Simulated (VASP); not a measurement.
Set up this calculation in VASP 6.6.1, as the native input.

```
Task                   : single point
Functional             : LDA
Potentials or basis    : VASP PAW LDA potentials, release 64 (Ba_sv, C)
Cutoff                 : 520 eV
k mesh                 : 9 × 9 × 9
Occupations            : gaussian, width 0.05 eV
Spin                   : no spin polarisation
Dipole correction      : no
Further INCAR settings : ALGO = Normal; EDIFF = 1e-07; NBANDS = 16
```

The structure of BaC2 lies in POSCAR:

```
BaC2
1.0
    2.4644014922      1.4228228649      2.8072454199
   -2.4644014922      1.4228228649      2.8072454199
    0.0000000000     -2.8456457298      2.8072454199
Ba C
1 2
Direct
    0.0000000000      0.0000000000      0.0000000000
    0.5849370000      0.5849370000      0.5849370000
    0.4150630000      0.4150630000      0.4150630000
```

This cell differs from its parent crystal: ratio of the length along z to the lengths across it x 1.2, volume and fractional coordinates fixed.

One way to write it, as run:

INCAR

```
SYSTEM = BaC2
ALGO = Normal ; EDIFF = 1E-7
ENCUT = 520 ; ISIF = 2
ISMEAR = 0 ; LASPH = .True.
LCHARG = .False. ; LREAL = .False.
LWAVE = .False. ; NBANDS = 16
NELM = 60 ; PREC = Accurate
SIGMA = 0.05
```

KPOINTS

```
k-points
0
Gamma
  9 9 9
  0 0 0
```

Potentials or basis: VASP PAW LDA potentials, release 64 (Ba_sv, C).

Launch:

```bash
$ cat potpaw_LDA.64/Ba_sv/POTCAR potpaw_LDA.64/C/POTCAR > POTCAR
$ mpirun -np 1 vasp_std > vasp.out
```

Results of the run:

```
Pressure               : -11.5 GPa
Largest force          : 7.491 eV/Å
Band gap on the k mesh : 1.13 eV, indirect (least direct gap 1.48 eV)
```

Caveat: spin-orbit coupling is left out, which moves the levels of the heavy elements; forces of over 1 eV/Å act on the atoms, so gaps and moduli don't describe the material at rest.

Wall time 120 s on 1 thread of AMD EPYC 7R13, on a shared host, peak memory 0.18 GiB.
